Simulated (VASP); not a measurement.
The system is MoS2.

```
Mo S
1.0
     3.22746    0.00000    0.00000
    -1.61373    2.79507    0.00000
     0.00000    0.00000    6.31247
Mo S
1 2
Cartesian
  0.0000 0.0000 3.1562
  1.6137 0.9317 4.7008
  0.0000 1.8634 1.6117
```

```yaml
Program: VASP 6.6.1
Task: relaxation of cell and atoms
Functional: PBE
Dispersion: D4
Potentials_or_basis: VASP PAW PBE potentials, release 64 (Mo_sv, S)
Cutoff: 500 eV
k_mesh: 9 × 9 × 4
Occupations: fermi-dirac, width 0.05 eV
Spin: no spin polarisation
```

At the start: pressure -2.2 GPa; volume 18.98 Å³/atom.

Q: Where does the relaxation end?

A: Over 20 steps the energy falls by 23.7 meV/atom and the volume is 17.05 Å³/atom (-10.2 %); space group P-3m1 (No. 164, to 0.05 Å).

Step by step:
```csv
step,energy change (eV),largest force (eV/Å),pressure (GPa),volume (Å³)
1,0.0000,0.2578,-2.20,56.94
2,-0.0226,0.5559,1.67,54.82
3,-0.0226,0.5419,1.47,54.92
4,-0.0371,0.1902,0.15,54.59
5,-0.0378,0.1012,-0.19,54.50
6,-0.0401,0.0973,-0.22,54.38
7,-0.0466,0.0863,-0.31,54.01
8,-0.0578,0.0696,-0.41,53.26
9,-0.0701,0.0470,-0.31,51.73
10,-0.0704,0.0384,-0.24,51.33
11,-0.0690,0.0158,0.91,50.38
12,-0.0710,0.0201,0.16,50.99
13,-0.0693,0.1742,-1.13,51.27
14,-0.0711,0.0104,-0.05,51.04
15,-0.0711,0.0111,0.11,50.99
16,-0.0711,0.0108,0.05,51.01
17,-0.0712,0.0199,-0.05,51.08
18,-0.0712,0.0227,-0.09,51.10
19,-0.0712,0.0184,-0.06,51.11
20,-0.0712,0.0054,0.00,51.14
```

Final structure:
```
Mo S
1.0
     3.17601    0.00000    0.00000
    -1.58801    2.75051    0.00000
     0.00000    0.00000    5.85371
Mo S
1 2
Direct
  0.00000 0.00000 0.50000
  0.66667 0.33333 0.76878
  0.33333 0.66667 0.23122
```
